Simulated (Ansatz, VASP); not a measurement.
**Two plane-wave programs on GaSb**

Contents of INCAR:

```
SYSTEM = GaSb
  PREC = Accurate
  ENCUT = 500
  EDIFF = 1E-6
  ISMEAR = 1
  SIGMA = 0.05
  LREAL = .False.
  LASPH = .True.
  NELM = 120
  ALGO = Normal
  ISIF = 2
  LWAVE = .False.
  LCHARG = .False.
  GGA = PS
  NBANDS = 16
  GGA_COMPAT = .False.
```

The input KPOINTS:

```
regular mesh
0
Gamma
  4 4 4
  0 0 0
```

The input POSCAR:

```
GaSb
1.0
   -2.7534340000      2.7534340000      1.5907070000
    2.7534340000     -2.7534340000      1.5907070000
    2.7534340000      2.7534340000     -1.5907070000
Ga Sb
1 1
Direct
    0.2500000000      0.7500000000      0.5000000000
    0.0000000000      0.0000000000      0.0000000000
```

Input for Ansatz:

```yaml
crystal:
  lattice:
    - [-2.753434, 2.753434, 1.590707]
    - [2.753434, -2.753434, 1.590707]
    - [2.753434, 2.753434, -1.590707]
  atoms:
    - { symbol: Ga, position: [0.25, 0.75, 0.5] }
    - { symbol: Sb, position: [0.0, 0.0, 0.0] }
basis:
  ecutwfc: 550.0
kpoints:
  mp_grid:
    grid: [4, 4, 4]
hamiltonian:
  xc: pbesol
  pseudopotentials:
    kind: paw
scf:
  occupations:
    method: methfessel_paxton
    width: 0.05
output:
  stress: true
```

Alike in both runs: task single point; functional PBEsol; k mesh 4 × 4 × 4; occupations methfessel-paxton of order 1, width 0.05 eV; no spin polarisation.

|  | VASP | Ansatz |
| --- | --- | --- |
| version | VASP 6.6.1 | Ansatz 0.2.0 |
| potentials or method | VASP PAW PBE potentials, release 64 (Ga_d, Sb), cutoff 500 eV | plane waves, PAW |
| valence electrons in the cell | 18 | 28 |

VASP gave:

```
pressure (GPa)                                                : -3.9
traceless stress, the component that is largest in VASP (GPa) : 5.96
```

**Question.** Which values does Ansatz return?

**Answer.** Pressure (GPa): -3.9; traceless stress, the component that is largest in VASP (GPa): 5.95.

VASP's potentials were made for PBE, not for PBEsol. VASP's potentials hold 18 valence electrons a cell and Ansatz's 28, so a difference there can come from the potentials and not from the codes.

The k mesh is coarse, so the values compare programs but aren't converged. Neither program's run includes spin-orbit coupling.
